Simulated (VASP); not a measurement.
# AgCl (Immm) in VASP: further runs

Runs on AgCl. Level: PBE. Tasks: single point.

Program: VASP 6.6.1. These are calculated values, not measurements. Logs are shortened: lines on timing, memory, paths and dates and some standing lists are left out, and cuts for length are marked.

## 1. The cell of the first run

It takes space group Immm (No. 71, orthorhombic). Conventional cell: a = 3.839 Å, b = 3.897 Å, c = 5.470 Å, α = 90.00°, β = 90.00°, γ = 90.00°. Within 3.6 Å of Ag (site symmetry mmm) lie 6 Cl at 2.73 to 2.74 Å. Within 3.6 Å of Cl (site symmetry mmm) lie 6 Ag at 2.73 to 2.74 Å.

## 2. Single point, PBE

File INCAR:

```
SYSTEM = AgCl
  PREC = Accurate
  ENCUT = 500
  EDIFF = 1E-6
  ISMEAR = -1
  SIGMA = 0.05
  LREAL = .FALSE.
  LASPH = .TRUE.
  NELM = 120
  ALGO = Normal
  ISIF = 2
  LWAVE = .FALSE.
  LCHARG = .TRUE.
  GGA = PE
  LELF = .TRUE.
  LVHAR = .TRUE.
  NBANDS = 16
  GGA_COMPAT = .FALSE.
```

File KPOINTS:

```
regular mesh
0
G
  6 6 6
  0 0 0
```

File POSCAR:

```
AgCl
1.0
    0.0205125000      2.7350000000      2.7350000000
    2.7350000000      0.0205125000      2.7350000000
    2.7555125000      2.7555125000      0.0000000000
Ag Cl
1 1
Direct
    0.0000000000      0.0000000000      0.0000000000
    0.5000000000      0.5000000000      0.5000000000
```

Potentials or basis: VASP PAW PBE potentials, release 64 (Ag, Cl).

On the command line:

```bash
$ cat potpaw_PBE.64/Ag/POTCAR potpaw_PBE.64/Cl/POTCAR > POTCAR
$ mpirun -np 1 vasp_std > vasp.out
```

OUTCAR:

```text
SYSTEM = AgCl
   PREC = Accurate
   ENCUT = 500
   EDIFF = 1E-6
   ISMEAR = -1
   LREAL = .FALSE.
   LASPH = .TRUE.
   NELM = 120
   ISIF = 2
   GGA = PE

 ion  position               nearest neighbor table
   1  0.000  0.000  0.000-   2 2.73   2 2.73   2 2.74   2 2.74   2 2.74   2 2.74
   2  0.500  0.500  0.500-   1 2.73   1 2.73   1 2.74   1 2.74   1 2.74   1 2.74

  LATTYP: Found a body centered orthorhombic cell.
 ALAT       =     3.8388650374
 B/A-ratio  =     1.0151133501
 C/A-ratio  =     1.4249003147

  Lattice vectors:

 A1 = (   2.7350000000,   0.0205125000,  -2.7350000000)
 A2 = (  -2.7350000000,  -0.0205125000,  -2.7350000000)
 A3 = (   0.0205125000,   2.7350000000,   2.7350000000)

Analysis of symmetry for initial positions (statically):
=====================================================================
 Subroutine PRICEL returns:
 Original cell was already a primitive cell.

 Routine SETGRP: Setting up the symmetry group for a
 body centered orthorhombic supercell.

 Subroutine GETGRP returns: Found  8 space group operations
 (whereof  8 operations were pure point group operations)
 out of a pool of  8 trial point group operations.

The static configuration has the point symmetry D_2h.

Analysis of symmetry for dynamics (positions and initial velocities):
=====================================================================
 Subroutine PRICEL returns:
 Original cell was already a primitive cell.

 Routine SETGRP: Setting up the symmetry group for a
 body centered orthorhombic supercell.

 Subroutine GETGRP returns: Found  8 space group operations
 (whereof  8 operations were pure point group operations)
 out of a pool of  8 trial point group operations.

The dynamic configuration has the point symmetry D_2h.

 Subroutine INISYM returns: Found  8 space group operations
 (whereof  8 operations are pure point group operations),
 and found     1 'primitive' translations

----------------------------------------------------------------------------------------

                                     Primitive cell

  volume of cell :      40.9145

  direct lattice vectors                    reciprocal lattice vectors
     0.020512500  2.735000000  2.735000000    -0.184196833  0.184196833  0.182815356
     2.735000000  0.020512500  2.735000000     0.184196833 -0.184196833  0.182815356
     2.755512500  2.755512500  0.000000000     0.181454448  0.181454448 -0.182815356

  length of vectors
     3.867928485  3.867928485  3.896883149     0.318242676  0.318242676  0.315076004

  position of ions in fractional coordinates (direct lattice)
     0.000000000  0.000000000  0.000000000
     0.500000000  0.500000000  0.500000000

  ion indices of the primitive-cell ions
   primitive index   ion index
                 1           1
                 2           2

----------------------------------------------------------------------------------------

 KPOINTS: regular mesh

Automatic generation of k-mesh.
 Grid dimensions read from file:
 generate k-points for:    6    6    6

 Generating k-lattice:

  Cartesian coordinates                     Fractional coordinates (reciprocal lattice)
    -0.030699472  0.030699472  0.030469226     0.166666667  0.000000000  0.000000000
     0.030699472 -0.030699472  0.030469226     0.000000000  0.166666667  0.000000000
     0.030242408  0.030242408 -0.030469226     0.000000000  0.000000000  0.166666667

  Length of vectors
     0.053040446  0.053040446  0.052512667

  Shift w.r.t. Gamma in fractional coordinates (k-lattice)
     0.000000000  0.000000000  0.000000000

 Subroutine IBZKPT returns following result:
 ===========================================

 Found     46 irreducible k-points:

 Following reciprocal coordinates:
            Coordinates               Weight
  0.000000  0.000000  0.000000      1.000000
  0.166667  0.000000  0.000000      4.000000
  0.333333  0.000000  0.000000      4.000000
  0.500000  0.000000  0.000000      2.000000
  0.166667  0.166667  0.000000      2.000000
  0.333333  0.166667  0.000000      4.000000
[... 16 lines left out ...]
 -0.166667  0.333333  0.166667      4.000000
  0.500000  0.500000  0.166667      4.000000
 [... further k-points ...]
   k-points           NKPTS =     46   k-points in BZ     NKDIM =     46   number of bands    NBANDS=     16
   number of dos      NEDOS =    301   number of ions     NIONS =      2
   total plane-waves  NPLWV =  21952
   dimension x,y,z NGX =    28 NGY =   28 NGZ =   28
   dimension x,y,z NGXF=    56 NGYF=   56 NGZF=   56
   ions per type =               1   1
   NGX,Y,Z   is equivalent  to a cutoff of  12.03, 12.03, 11.95 a.u.
   NGXF,Y,Z  is equivalent  to a cutoff of  24.07, 24.07, 23.89 a.u.
 SYSTEM =  AgCl
   PREC   = accura    normal or accurate (medium, high low for compatibility)
   ISTART =      0    job   : 0-new  1-cont  2-samecut
   ICHARG =      2    charge: 1-file 2-atom 10-const
   ISPIN  =      1    spin polarized calculation?
   LNONCOLLINEAR =      F non collinear calculations
   LSORBIT =      F    spin-orbit coupling
   LASPH  =      T    aspherical Exc in radial PAW
   ENCUT  =  500.0 eV  36.75 Ry    6.06 a.u.   7.05  7.05  7.10*2*pi/ulx,y,z
   NELM   =    120;   NELMIN=  2; NELMDL= -5     # of ELM steps
   EDIFF  = 0.1E-05   stopping-criterion for ELM
   LREAL  =      F    real-space projection
[... 7 lines left out ...]
   TEBEG  =    0.0;   TEEND  =   0.0 temperature during run
   PSTRESS=    0.0 pullay stress
   NELECT =      18.0000    total number of electrons
   NUPDOWN=      -1.0000    fix difference up-down
   EMIN   =  10.00;   EMAX   =-10.00  energy-range for DOS
   EFERMI =   0.00;   METHOD = LEGACY
   ISMEAR =    -1;   SIGMA  =   0.05  broadening in eV -4-tet -1-fermi 0-gaus
   EFERMI_NEDOS =   21; number of points for ismear=-14 and -15
   IALGO  =     38    algorithm
   IMIX   =      4    mixing-type and parameters
     AMIX     =   0.40;   BMIX     =  1.00
     AMIX_MAG =   1.60;   BMIX_MAG =  1.00
  volume/ion in A,a.u.               =      20.46       138.05
  Fermi-wavevector in a.u.,A,eV,Ry     =   1.245106  2.352910 21.092977  1.550290
  Thomas-Fermi vector in A             =   2.379343
   LORBIT       =      0    0 simple, 1 ext, 2 COOP (PROOUT), +10 PAW based schemes
   GGA     = PE    functional components
   LHFCALC =     F    Hartree Fock is set to
   AEXX    =    0.0000 exact exchange contribution
   IVDW    =     0    specifies the selected vdW correction
   LEPSILON=     F    determine dielectric tensor
   LRPA    =     F    only Hartree local field effects (RPA)
 non-spin polarized calculation
  energy-cutoff  :      500.00
  volume of cell :       40.91
 maximum number of plane-waves:      1050
   NGX = 15   NGY = 15   NGZ = 15

 number of electron      18.0000000 magnetization

 Free energy of the ion-electron system (eV)
  ---------------------------------------------------
  ext. energy  EPLUGINS =         0.00000000
  ---------------------------------------------------
  free energy    TOTEN  =        -5.36486954 eV

  energy without entropy =       -5.36486499  energy(sigma->0) =       -5.36486727

 E-fermi :   4.8774     XC(G=0): -10.1852

 val. band max:        4.3727909689   @ k =   0.5000   0.0000   0.0000
 cond. band min:       5.2596360597   @ k =   0.0000   0.0000   0.0000
 fundamental gap:      0.8868450907
 Fermi energy:         4.8773664497

 k-point     1 :       0.0000    0.0000    0.0000
  band No.  band energies     occupation
      1     -11.0770      2.00000
      2       1.7306      2.00000
      3       1.7403      2.00000
      4       1.7559      2.00000
      5       1.7871      2.00000
      6       1.7888      2.00000
[... 8 lines left out ...]
     15      17.8684      0.00000
     16      17.9319      0.00000

 k-point     2 :       0.1667    0.0000    0.0000
  band No.  band energies     occupation
      1     -10.9596      2.00000
      2       0.6343      2.00000
      3       0.7961      2.00000
      4       0.8299      2.00000
      5       1.8339      2.00000
      6       1.8452      2.00000
[... 8 lines left out ...]
     15      16.3934      0.00000
     16      17.1169      0.00000

 k-point     3 :       0.3333    0.0000    0.0000
  band No.  band energies     occupation
      1     -10.7077      2.00000
      2      -0.6933      2.00000
      3       0.1207      2.00000
      4       0.1587      2.00000
      5       2.0395      2.00000
      6       2.0528      2.00000
[... 8 lines left out ...]
     15      17.1917      0.00000
     16      17.2684      0.00000

 k-point     4 :       0.5000    0.0000    0.0000
  band No.  band energies     occupation
      1     -10.5717      2.00000
      2      -1.2274      2.00000
      3      -0.1157      2.00000
      4      -0.0765      2.00000
      5       2.1473      2.00000
      6       2.1614      2.00000
[... 8 lines left out ...]
     15      18.0492      0.00000
     16      18.1638      0.00000
[... 324 lines left out ...]
 k-point    22 :      -0.3333    0.3333    0.1667
  band No.  band energies     occupation
      1     -10.5358      2.00000
      2      -0.5145      2.00000
      3       0.0199      2.00000
      4       0.0768      2.00000
      5       2.0759      2.00000
      6       2.1610      2.00000
[... 8 lines left out ...]
     15      18.0502      0.00000
     16      19.6399      0.00000

 k-point    23 :      -0.1667    0.3333    0.1667
  band No.  band energies     occupation
      1     -10.6026      2.00000
      2      -0.6270      2.00000
      3       0.1137      2.00000
      4       0.4643      2.00000
      5       1.9483      2.00000
      6       2.1662      2.00000
[... 8 lines left out ...]
     15      19.1359      0.00000
     16      20.6013      0.00000

 k-point    24 :       0.5000    0.5000    0.1667
  band No.  band energies     occupation
      1     -10.5727      2.00000
      2      -0.3909      2.00000
      3       0.3201      2.00000
      4       0.6183      2.00000
      5       1.7184      2.00000
      6       2.2283      2.00000
[... 8 lines left out ...]
     15      19.0954      0.00000
     16      19.8941      0.00000

 [... further k-points ...]

------------------------ aborting loop because EDIFF is reached ----------------------------------------

  FORCE on cell =-STRESS in cart. coord.  units (eV):
  Direction    XX          YY          ZZ          XY          YZ          ZX
  --------------------------------------------------------------------------------------
  -------------------------------------------------------------------------------------
  Total        0.9659761      0.9659761      0.9654150     -0.0152334     -0.0000000     -0.0000000
  in kB       37.8267846     37.8267846     37.8048099     -0.5965262     -0.0000000     -0.0000000
  external PRESSURE =      37.8194597 kB  Pullay stress =       0.0000000 kB

 VOLUME and BASIS-vectors are now :
 -----------------------------------------------------------------------------
  energy-cutoff  :      500.00
  volume of cell :       40.91
      direct lattice vectors                 reciprocal lattice vectors
     0.020512500  2.735000000  2.735000000    -0.184196833  0.184196833  0.182815356
     2.735000000  0.020512500  2.735000000     0.184196833 -0.184196833  0.182815356
     2.755512500  2.755512500  0.000000000     0.181454448  0.181454448 -0.182815356

 POSITION                                       TOTAL-FORCE (eV/Angst)
 -----------------------------------------------------------------------------------
      0.00000      0.00000      0.00000        -0.000000     -0.000000      0.000000
      2.75551      2.75551      2.73500         0.000000      0.000000     -0.000000
 -----------------------------------------------------------------------------------
    total drift:                                0.000000      0.000000      0.000000

  FREE ENERGIE OF THE ION-ELECTRON SYSTEM (eV)
  ---------------------------------------------------
  free  energy   TOTEN  =        -5.3648695411 eV

  energy  without entropy=       -5.3648649896  energy(sigma->0) =       -5.36486727
```

It took 51 s on 1 thread of AMD EPYC 7R13, shared host; peak memory 0.14 GiB.

Results:

| Quantity | Value |
| --- | --- |
| Free energy | -5.3649 eV |
| Pressure | 3.8 GPa |
| Band gap on the k mesh | 0.89 eV (least direct gap 3.36 eV) |

Caveat: the cell stands under pressure.

## 3. Single point, PBE

File INCAR:

```
PREC = Accurate ; ENCUT = 500
EDIFF = 1E-6 ; ISMEAR = -1
SIGMA = 0.05 ; LREAL = F
LASPH = T ; NELM = 120
ALGO = Normal ; ISIF = 2
LWAVE = F ; LCHARG = F
GGA = PE ; NBANDS = 16
GGA_COMPAT = F
```

File KPOINTS:

```
regular mesh
0
Gamma
  6 6 6
```

File POSCAR:

```
AgCl
1.0
    0.0410250000      2.7350000000      2.7350000000
    2.7350000000      0.0410250000      2.7350000000
    2.7760250000      2.7760250000      0.0000000000
Ag Cl
1 1
Direct
    0.0000000000      0.0000000000      0.0000000000
    0.5000000000      0.5000000000      0.5000000000
```

Potentials or basis: VASP PAW PBE potentials, release 64 (Ag, Cl).

On the command line:

```bash
$ cat potpaw_PBE.64/Ag/POTCAR potpaw_PBE.64/Cl/POTCAR > POTCAR
$ mpirun -np 1 vasp_std > vasp.out
```

It took 51 s on 1 thread of AMD EPYC 7R13, shared host; peak memory 0.15 GiB.

It converged, with:

```
Free energy            : -5.3644 eV
Pressure               : 3.8 GPa
Band gap on the k mesh : 0.87 eV (least direct gap 3.32 eV)
```

Stress tensor (GPa, compression positive):
```
 3.79 -0.12  0.00
-0.12  3.79  0.00
 0.00  0.00  3.78
```

Levels at points of the mesh, in eV from the valence-band top:
| k point | band 5 | band 6 | band 7 | band 8 | band 9 | band 10 | band 11 | band 12 | band 13 | band 14 |
| --- | --- | --- | --- | --- | --- | --- | --- | --- | --- | --- |
| (0.00, 0.00, 0.00) | -2.60 | -2.59 | -2.59 | -2.53 | -2.45 | 0.87 | 10.63 | 10.80 | 10.99 | 12.27 |
| (0.50, 0.00, 0.00) | -2.24 | -2.22 | -1.88 | -0.03 | 0.00 | 4.04 | 6.81 | 7.38 | 7.56 | 13.57 |
| (0.50, 0.50, 0.00) | -3.01 | -2.39 | -2.11 | -2.10 | -1.99 | 2.28 | 7.94 | 8.74 | 11.56 | 11.85 |
| (0.00, 0.00, 0.50) | -2.27 | -2.23 | -1.92 | -0.06 | -0.02 | 4.15 | 6.67 | 7.58 | 7.76 | 13.42 |
| (0.50, 0.00, 0.50) | -3.01 | -2.39 | -2.11 | -2.11 | -1.99 | 2.29 | 7.94 | 8.72 | 11.70 | 11.71 |

Caveat: the cell stands under pressure.
